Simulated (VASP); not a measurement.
Runs of VASP 6.6.1 on Pt. The structure is that of space group P6_3/mmc (No. 194), or close to it. The cells are those of the table. 

| cell | further INCAR settings | gap on the mesh (eV) | pressure (GPa) | largest force (eV/Å) |
| --- | --- | --- | --- | --- |
| a = 2.843, b = 2.720, c = 4.792 Å, angles 90.0, 90.0, 121.5°, 2 atoms | ALGO = Fast; EDIFF = 1e-06; NBANDS = 17 | none | -10.2 | 0.02 |
| a = 2.678, b = 2.803, c = 4.792 Å, angles 90.0, 90.0, 118.5°, 2 atoms | ALGO = Fast; EDIFF = 1e-06; NBANDS = 17 | none | -10.1 | 0.01 |
| a = 2.788, b = 2.747, c = 4.792 Å, angles 90.0, 90.0, 120.5°, 2 atoms | ALGO = Fast; EDIFF = 1e-06; NBANDS = 17 | none | (a) | 0.01 |
| a = 2.705, b = 2.789, c = 4.792 Å, angles 90.0, 90.0, 119.0°, 2 atoms | ALGO = Fast; EDIFF = 1e-07; NBANDS = 17 | none | -10.7 | 0.01 |

Alike in all rows: task single point; level PBEsol; potentials or basis VASP PAW PBE potentials, release 64 (Pt); no spin polarisation; k mesh 18 × 18 × 10; cutoff (eV) 520; smearing gaussian 0.15 eV.

Fill in the values left out.

(a) -11.1.

Caveats: the PAW data sets were made with another functional, which shifts forces and pressure a little; spin-orbit coupling is left out, which moves the levels of the heavy elements; the stress differs along the axes, from -15 to -4 GPa (at least some runs); the stress differs along the axes, from -16 to -2 GPa (at least some runs); the cell stands under tension (at least some runs); the stress differs along the axes, from -15 to -6 GPa (at least some runs).

A k mesh can miss the band edges, and the runs leave out spin-orbit coupling on Pt.

A gap of «none» marks levels without a gap at the run's occupations.
